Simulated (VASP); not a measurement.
Here is a VASP 6.6.1 calculation.

INCAR

```
SYSTEM = Si
PREC = Accurate
ENCUT = 520
EDIFF = 1E-6
ISMEAR = -1
SIGMA = 0.05
LREAL = Auto
LASPH = .TRUE.
NELM = 100
ALGO = Normal
ISIF = 2
LWAVE = .FALSE.
LCHARG = .TRUE.
GGA = PE
LELF = .TRUE.
LVHAR = .TRUE.
NBANDS = 48
```

Contents of KPOINTS:

```
regular mesh
0
G
  2 2 2
  0 0 0
```

Contents of POSCAR:

```
Si
1.0
    0.0000000000      5.4300000000      5.4300000000
    5.4300000000      0.0000000000      5.4300000000
    5.4300000000      5.4300000000      0.0000000000
Si
17
Direct
    0.0073778085      0.0007553407     -0.0092367403
    0.1296873849      0.1146453959      0.1264741252
    0.0093964088     -0.0211825967      0.5048413444
    0.1389203499      0.1210778085      0.6189059853
   -0.0128941068      0.4875633517      0.0370906077
    0.1285463168      0.6288041436      0.1275560773
    0.0070965930      0.5068877532      0.5059477901
    0.1105969613      0.6112402394      0.6657849908
    0.5013699816      0.0018898711     -0.0100195212
    0.6338575506      0.1339636280      0.0989643646
    0.5092802026      0.0094805709      0.4725919890
    0.6216846225      0.1220551565      0.6182293738
    0.5004902394      0.5075287293     -0.0093904236
    0.6142185083      0.6301879374      0.1261461326
    0.4781691529      0.5097643646      0.5045805709
    0.6209302947      0.6390767035      0.6187284530
    0.8554631676      0.3562917127      0.4299173112
```

Potentials or basis: VASP PAW PBE potentials, release 64 (Si).

The run is started by

```console
$ cat potpaw_PBE.64/Si/POTCAR > POTCAR
$ mpirun -np 1 vasp_std > vasp.out
```

Q: What does it give for the band gap on the k mesh?

A: Zero (band 34 reaches 6.90 eV, above the bottom of band 35 at 6.76 eV).

Q: Predict the pressure.

A: 5.0 GPa.

Q: Estimate the largest force.

A: 0.316 eV/Å.

Stress tensor (GPa, compression positive):
```
 4.96 -0.23  0.21
-0.23  4.96  0.21
 0.21  0.21  5.01
```

Caveat: the k points lie up to 0.50 Å⁻¹ apart.
